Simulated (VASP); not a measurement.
# Al16H2O in VASP: further runs, part 2 of 2

VASP 6.6.1. Earlier steps stand in the parts before.

## (3) Single point, PBE+D3(BJ)

Contents of INCAR:

```
ALGO = Normal
EDIFF = 1E-6
ENCUT = 520
GGA = PE
ISIF = 2
ISMEAR = -1
IVDW = 12
LASPH = True
LCHARG = False
LREAL = Auto
LWAVE = False
NBANDS = 43
NELM = 60
PREC = Accurate
SIGMA = 0.15
```

Contents of KPOINTS:

```
k-points
0
Gamma
  3 3 1
```

Contents of POSCAR:

```
Al16H2O
1.0
    5.7275650000      0.0000000000      0.0000000000
    0.0000000000      5.7275650000      0.0000000000
    0.0000000000      0.0000000000     19.0750000000
Al O H
16 1 2
Direct
    0.2499999564      0.2499999564      0.0524245872
    0.7500000436      0.2499999564      0.0524245872
    0.2499999564      0.7500000436      0.0524245872
    0.7500000436      0.7500000436      0.0524245872
    0.0010700882     -0.0011041341      0.1555324246
    0.4998749032     -0.0015816494      0.1559156488
   -0.0000066346      0.4979224155      0.1557660288
    0.4995335714      0.4959638171      0.1554038270
    0.2501644241      0.2439745337      0.2642002621
    0.7507518466      0.2438723960      0.2634727654
    0.2503144006      0.7423290700      0.2627246658
    0.7505274929      0.7426148808      0.2617787156
   -0.0014309746     -0.0225757368      0.3640662123
    0.4990359778     -0.0054052638      0.3660137353
    0.0022252039      0.4867726512      0.3701455832
    0.5077447397      0.4944544497      0.3647687025
    1.0799332701      0.3363165673      0.4968025688
    1.2356870677      0.2791395645      0.4839890957
    1.1076467923      0.4601871825      0.5307829096
```

Potentials or basis: VASP PAW PBE potentials, release 64 (Al, O, H).

Started as:

```
> cat potpaw_PBE.64/Al/POTCAR potpaw_PBE.64/O/POTCAR potpaw_PBE.64/H/POTCAR > POTCAR
> mpirun -np 1 vasp_std > vasp.out
```

It took 4.9 min on 1 thread of Intel Xeon 6975P-C, shared host; peak memory 0.68 GiB.

The run converged. Its results:

```
Free energy                : -74.9428 eV
Largest force              : 0.151 eV/Å
Dispersion energy per atom : -0.211 eV
```

Forces in eV/Å, atoms in the order of the input:
```
Al  -0.030 -0.008 -0.006
Al   0.034 -0.016  0.014
Al  -0.006 -0.023  0.032
Al   0.011 -0.016  0.048
Al  -0.002  0.001  0.000
Al   0.001  0.002  0.002
Al   0.001  0.001  0.000
Al   0.001  0.000  0.000
Al   0.001 -0.005  0.002
Al   0.003 -0.006  0.003
Al   0.002 -0.010  0.001
Al   0.002 -0.006 -0.001
Al   0.005 -0.016 -0.006
Al   0.001 -0.003 -0.001
Al   0.002 -0.021  0.015
Al   0.002 -0.005 -0.001
O   -0.106  0.049 -0.096
H    0.075 -0.058 -0.065
H    0.006  0.139  0.059
```

Levels at points of the mesh, in eV from the Fermi level:
| k point | band 24 | band 25 | band 26 | band 27 | band 28 | band 29 | band 30 | band 31 | band 32 | band 33 |
| --- | --- | --- | --- | --- | --- | --- | --- | --- | --- | --- |
| (0.00, 0.00, 0.00) | -1.39 | -1.38 | -1.27 | -1.26 | -0.10 | -0.03 | 0.04 | 0.12 | 0.13 | 0.16 |

Caveat: the k points lie up to 0.37 Å⁻¹ apart.

## (4) Single point, PBE+D3(BJ)

Contents of INCAR:

```
SYSTEM = Al16H2O
PREC = Accurate
ENCUT = 520
EDIFF = 1E-7
ISMEAR = -1
SIGMA = 0.15
LREAL = Auto
LASPH = .TRUE.
NELM = 60
ALGO = Normal
ISIF = 2
LWAVE = .FALSE.
LCHARG = .TRUE.
GGA = PE
IVDW = 12
LELF = .TRUE.
LVHAR = .TRUE.
NBANDS = 43
```

Contents of KPOINTS:

```
Automatic mesh
0
G
  3 3 1
  0 0 0
```

Contents of POSCAR:

```
Al16H2O
1.0
    5.7275650000      0.0000000000      0.0000000000
    0.0000000000      5.7275650000      0.0000000000
    0.0000000000      0.0000000000     19.0750000000
Al O H
16 1 2
Direct
    0.2499999564      0.2499999564      0.0524245872
    0.7500000436      0.2499999564      0.0524245872
    0.2499999564      0.7500000436      0.0524245872
    0.7500000436      0.7500000436      0.0524245872
    0.0022246801     -0.0013288369      0.1552280996
    0.4993965149     -0.0023378172      0.1558152556
    0.0003160156      0.4969804795      0.1563869987
    0.4988343214      0.4949379012      0.1553197903
    0.2514358196      0.2406764480      0.2650096461
    0.7522874031      0.2398113334      0.2632386894
    0.2521811625      0.7407530076      0.2633066317
    0.7507054045      0.7426119127      0.2611543381
   -0.0010372645     -0.0261296031      0.3638813630
    0.4986688060     -0.0080175432      0.3673455308
    0.0016661531      0.4843379342      0.3692899607
    0.5142075210      0.4930409345      0.3629420708
    1.0656547765      0.4180937274      0.4783627261
    1.1830774509      0.2918891361      0.4754329227
    1.1476032136      0.5519160411      0.4988001048
```

Started as:

```
> cat potpaw_PBE.64/Al/POTCAR potpaw_PBE.64/O/POTCAR potpaw_PBE.64/H/POTCAR > POTCAR
> mpirun -np 1 vasp_std > vasp.out
```

Run time: 5.8 min. Hardware: 1 thread of Intel Xeon 6975P-C, shared host; peak memory 0.68 GiB.

Results (log left out):

| Property | Result |
| --- | --- |
| Free energy | -75.0855 eV |
| Largest force | 0.144 eV/Å |
| Dispersion energy per atom | -0.212 eV |

Forces in eV/Å, atoms in the order of the input:
```
Al  -0.051  0.036 -0.017
Al   0.054  0.015  0.029
Al  -0.021 -0.074  0.026
Al   0.027 -0.054  0.066
Al  -0.003  0.001 -0.002
Al   0.001  0.004  0.001
Al  -0.001  0.003  0.001
Al   0.000  0.003 -0.001
Al   0.001 -0.002 -0.003
Al   0.001 -0.004  0.001
Al   0.001 -0.002  0.001
Al   0.001  0.002 -0.002
Al  -0.001  0.003 -0.001
Al   0.001 -0.002  0.001
Al  -0.004 -0.008  0.007
Al   0.001 -0.003 -0.005
O   -0.080  0.028 -0.077
H    0.023 -0.082 -0.022
H    0.049  0.135 -0.003
```

Levels at points of the mesh, in eV from the Fermi level:
```tsv
k point	band 26	band 27	band 28	band 29	band 30	band 31
(0.00, 0.00, 0.00)	-1.27	-1.26	-0.14	-0.04	0.03	0.08
```

Caveat: the k points lie up to 0.37 Å⁻¹ apart.

## (5) Single point, PBE+D3(BJ)

Contents of INCAR:

```
PREC = Accurate
ENCUT = 520
EDIFF = 1E-6
ISMEAR = -1
SIGMA = 0.15
LREAL = Auto
LASPH = True
NELM = 80
ALGO = Normal
ISIF = 2
LWAVE = False
LCHARG = True
GGA = PE
IVDW = 12
LELF = True
LVHAR = True
NBANDS = 43
```

Contents of KPOINTS:

```
regular mesh
0
Gamma
  3 3 1
```

Contents of POSCAR:

```
Al16H2O
1.0
    5.7275650000      0.0000000000      0.0000000000
    0.0000000000      5.7275650000      0.0000000000
    0.0000000000      0.0000000000     19.0750000000
Al O H
16 1 2
Direct
    0.2499999564      0.2499999564      0.0524245872
    0.7500000436      0.2499999564      0.0524245872
    0.2499999564      0.7500000436      0.0524245872
    0.7500000436      0.7500000436      0.0524245872
   -0.0000455691     -0.0018124631      0.1550027261
    0.4994804948     -0.0012570787      0.1552576671
   -0.0002140526      0.5001556508      0.1564798427
    0.4993177729      0.5020096673      0.1547551769
    0.2518723052      0.2505368337      0.2615866317
    0.7461991265      0.2497445249      0.2612449803
    0.2497511595      0.7516316271      0.2639508257
    0.7481121559      0.7519839583      0.2635310616
   -0.0017714334      0.0140310935      0.3616729751
    0.4994137998     -0.0020394356      0.3673738925
   -0.0016802952      0.4985291306      0.3659951769
    0.5008660749      0.4980792012      0.3634050328
    1.0094637075      0.5668901182      0.4738751769
    1.1658525045      0.6362218499      0.4799759371
    0.8992184288      0.6978407054      0.4795757274
```

Started as:

```
> cat potpaw_PBE.64/Al/POTCAR potpaw_PBE.64/O/POTCAR potpaw_PBE.64/H/POTCAR > POTCAR
> mpirun -np 1 vasp_std > vasp.out
```

It took 5.5 min on 1 thread of Intel Xeon 6975P-C, shared host; peak memory 0.68 GiB.

It converged, with:

| Item | Value |
| --- | --- |
| Free energy | -75.1191 eV |
| Largest force | 0.096 eV/Å |
| Dispersion energy per atom | -0.213 eV |

Forces in eV/Å, atoms in the order of the input:
```
Al  -0.056  0.047  0.024
Al   0.053  0.048  0.030
Al  -0.078 -0.049 -0.028
Al   0.074 -0.050 -0.020
Al  -0.001  0.002  0.003
Al   0.001  0.003  0.000
Al   0.001 -0.001  0.002
Al   0.001 -0.002  0.002
Al  -0.002  0.000 -0.001
Al   0.006  0.000 -0.003
Al  -0.001 -0.001  0.001
Al   0.003  0.000 -0.003
Al  -0.002 -0.001 -0.001
Al   0.002  0.001 -0.003
Al   0.001 -0.002  0.007
Al  -0.004  0.004  0.000
O   -0.010 -0.053 -0.042
H    0.091  0.007  0.015
H   -0.078  0.049  0.016
```

Levels at points of the mesh, in eV from the Fermi level:
```
           k point  band 26  band 27  band 28  band 29  band 30  band 31
(0.00, 0.00, 0.00)    -1.31    -1.30    -0.14    -0.01     0.01     0.06
```

Caveat: the k points lie up to 0.37 Å⁻¹ apart.

## (6) Single point, PBE+D3(BJ)

Contents of INCAR:

```
SYSTEM = Al16H2O
ALGO     = Normal         ! electronic algorithm
EDIFF    = 1E-6           ! SCF threshold, eV
ENCUT    = 520            ! plane-wave cutoff, eV
GGA      = PE             ! functional
ISIF     = 2              ! what is computed and relaxed
ISMEAR   = -1             ! smearing method
IVDW     = 12             ! dispersion correction
LASPH    = .True.         ! aspherical terms in the spheres
LCHARG   = .False.        ! write CHGCAR
LREAL    = Auto         
LWAVE    = .False.        ! write WAVECAR
NBANDS   = 43             ! bands
NELM     = 60             ! most SCF steps
PREC     = Accurate       ! precision mode
SIGMA    = 0.15           ! smearing width, eV
```

Contents of KPOINTS:

```
k-points
0
Gamma
  3 3 1
  0 0 0
```

Contents of POSCAR:

```
Al16H2O
1.0
    5.7275650000      0.0000000000      0.0000000000
    0.0000000000      5.7275650000      0.0000000000
    0.0000000000      0.0000000000     19.0750000000
Al O H
16 1 2
Direct
    0.2499999564      0.2499999564      0.0524245872
    0.7500000436      0.2499999564      0.0524245872
    0.2499999564      0.7500000436      0.0524245872
    0.7500000436      0.7500000436      0.0524245872
    0.0012637133      0.0037799658      0.1559525557
    0.5000659093      0.0065158580      0.1554513237
    0.0025908043      0.5022912878      0.1558179292
    0.5007621913      0.5032402077      0.1564073394
    0.2531285110      0.2609002255      0.2654068676
    0.7551823506      0.2607989608      0.2640872870
    0.2536430403      0.7647392915      0.2630366448
    0.7534596290      0.7632405743      0.2616767497
    0.0096447618      0.0255171264      0.3739649803
    0.5160880758      0.0106458853      0.3650632765
    0.0020857031      0.5360716116      0.3634060288
    0.5045692192      0.5111695808      0.3663050590
    1.0910872247      0.1480988867      0.4917612058
    1.2493955110      0.2062303963      0.4818073394
    1.0031100476      0.2901126395      0.5026719266
```

Potentials or basis: VASP PAW PBE potentials, release 64 (Al, O, H).

Started as:

```
> cat potpaw_PBE.64/Al/POTCAR potpaw_PBE.64/O/POTCAR potpaw_PBE.64/H/POTCAR > POTCAR
> mpirun -np 1 vasp_std > vasp.out
```

It took 5.5 min on 1 thread of Intel Xeon 6975P-C, shared host; peak memory 0.68 GiB.

Results (log left out):

| Item | Value |
| --- | --- |
| Free energy | -74.9960 eV |
| Largest force | 0.178 eV/Å |
| Dispersion energy per atom | -0.211 eV |

Forces on the atoms (eV/Å):
```
Al  -0.035  0.018 -0.001
Al   0.051  0.029  0.030
Al   0.000  0.027  0.052
Al   0.018  0.016  0.072
Al  -0.001  0.000  0.002
Al   0.000  0.001 -0.001
Al  -0.001 -0.002  0.000
Al   0.000  0.000  0.004
Al   0.003  0.010  0.000
Al   0.005  0.011  0.001
Al   0.005  0.010  0.003
Al   0.003  0.011 -0.001
Al   0.010  0.021  0.034
Al   0.015  0.007 -0.001
Al   0.002  0.024 -0.003
Al   0.004  0.009  0.003
O   -0.044 -0.145 -0.094
H    0.104 -0.042 -0.039
H   -0.140 -0.003 -0.061
```

Levels at points of the mesh, in eV from the Fermi level:
```
           k point  band 24  band 25  band 26  band 27  band 28  band 29  band 30  band 31  band 32  band 33
(0.00, 0.00, 0.00)    -1.39    -1.37    -1.24    -1.22    -0.14    -0.03     0.04     0.11     0.15     0.19
```

Caveat: the k points lie up to 0.37 Å⁻¹ apart.
